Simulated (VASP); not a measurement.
Here is a VASP 6.6.1 calculation.

Contents of INCAR:

```
SYSTEM = SiGe
PREC = Accurate
ENCUT = 520
EDIFF = 1E-6
ISMEAR = 0
SIGMA = 0.03
LREAL = .FALSE.
LASPH = .TRUE.
NELM = 80
ALGO = Normal
ISIF = 2
LWAVE = .FALSE.
LCHARG = .FALSE.
GGA = PS
NBANDS = 26
```

Contents of KPOINTS:

```
Automatic mesh
0
G
  12 12 6
  0 0 0
```

The input POSCAR:

```
SiGe
1.0
    3.7663063494      0.0000000000      0.0000000000
   -1.8831531747      3.2617169770      0.0000000000
    0.0000000000      0.0000000000      7.4633126620
Si Ge
2 2
Direct
    0.6666666667      0.3333333333      0.8745463082
    0.3333333333      0.6666666667      0.3745463082
    0.6666666667      0.3333333333      0.5004526918
    0.3333333333      0.6666666667      0.0004526918
```

Potentials or basis: VASP PAW PBE potentials, release 64 (Si, Ge_d).

Command:

```sh
$ cat potpaw_PBE.64/Si/POTCAR potpaw_PBE.64/Ge_d/POTCAR > POTCAR
$ mpirun -np 1 vasp_std > vasp.out
```

**Question.** Predict the pressure.

**Answer.** -2.1 GPa.

**Question.** What does it give for the band gap on the k mesh?

**Answer.** Zero (bands 18 and 19 overlap by 0.62 eV).

**Question.** Estimate the largest force.

**Answer.** 0.496 eV/Å.

Stress tensor (GPa, compression positive):
```
  4.78   0.00   0.00
  0.00   4.78   0.00
  0.00   0.00 -15.73
```

Caveat: the stress differs along the axes, from -16 to 5 GPa; semilocal functionals underestimate gaps, and a narrow one can read as zero; the PAW data sets were made with another functional, which shifts forces and pressure a little.
